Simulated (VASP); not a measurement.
Write the native input for VASP 6.6.1 that does the following.

```
Task                   : single point
Functional             : PBE
Potentials or basis    : VASP PAW PBE potentials, release 64 (Ge_d)
Cutoff                 : 500 eV
k mesh                 : 4 × 4 × 4
Occupations            : gaussian, width 0.01 eV
Spin                   : no spin polarisation
Dipole correction      : no
Further INCAR settings : ALGO = Normal; EDIFF = 1e-06; NBANDS = 21
```

The structure of Ge lies in POSCAR:

```
Ge
1.0
    0.0000000000      2.8289100000      2.8289100000
    2.8289100000      0.0000000000      2.8289100000
    2.8289100000      2.8289100000      0.0000000000
Ge
2
Direct
    0.5000000000      0.5000000000      0.5000000000
    0.7500000000      0.7500000000      0.7500000000
```

The input as run:

INCAR

```
  PREC = Accurate
  ENCUT = 500
  EDIFF = 1E-6
  ISMEAR = 0
  SIGMA = 0.01
  LREAL = F
  LASPH = T
  NELM = 120
  ALGO = Normal
  ISIF = 2
  LWAVE = F
  LCHARG = F
  GGA = PE
  NBANDS = 21
  GGA_COMPAT = F
```

KPOINTS

```
Automatic mesh
0
Gamma
  4 4 4
```

Potentials or basis: VASP PAW PBE potentials, release 64 (Ge_d).

Run with:

```console
$ cat potpaw_PBE.64/Ge_d/POTCAR > POTCAR
$ mpirun -np 1 vasp_std > vasp.out
```

It gave:

```
Pressure               : 3.5 GPa
Band gap on the k mesh : 0.04 eV
```

Caveat: the k points lie up to 0.48 Å⁻¹ apart; semilocal functionals underestimate gaps, and a narrow one can read as zero.

Run time: 15 s on 1 thread of Intel Xeon 8259CL, on a shared host, peak memory 0.16 GiB.
